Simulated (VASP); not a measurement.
# MgSe: single point with PBE

Crystal: MgSe.

```xyz
2
Lattice="0.0000 2.7599 2.7599 2.7374 0.0000 2.7599 2.7374 2.7599 0.0000" Properties=species:S:1:pos:R:3 pbc="T T T"
Mg    0.0000    0.0000    0.0000
Se    2.7374    2.7599    2.7599
```

The cell was built from a structure type or drawn by symmetry, and may not be a known phase.

```json
{
  "Program": "VASP 6.6.1",
  "Task": "single point",
  "Functional": "PBE",
  "Potentials or basis": "VASP PAW PBE potentials, release 64 (Mg, Se)",
  "Cutoff": "600 eV",
  "k mesh": "5 × 5 × 5",
  "Occupations": "gaussian, width 0.15 eV",
  "Spin": "no spin polarisation"
}
```

```json
{
  "Pressure": "0.1 GPa",
  "Band gap on the k mesh": "2.12 eV (least direct gap 2.38 eV)"
}
```

Stress tensor (GPa, compression positive):
```
 0.55  0.00  0.00
 0.00 -0.12  0.00
 0.00  0.00 -0.12
```

Levels at points of the mesh, in eV from the valence-band top:
```csv
k point,band 1,band 2,band 3,band 4,band 5,band 6,band 7,band 8,band 9
"(0.00, 0.00, 0.00)",-12.80,-0.04,0.00,0.00,2.38,7.37,7.37,7.45,9.83
```

Run time: 12 s on 1 thread of Intel(R) Xeon(R) Platinum 8259CL CPU @ 2.50GHz (Skylake/Cascade Lake), on a shared host, peak memory 0.17 GiB.

Caveat: an odd mesh through Γ misses points on the zone boundary, where band edges can lie.
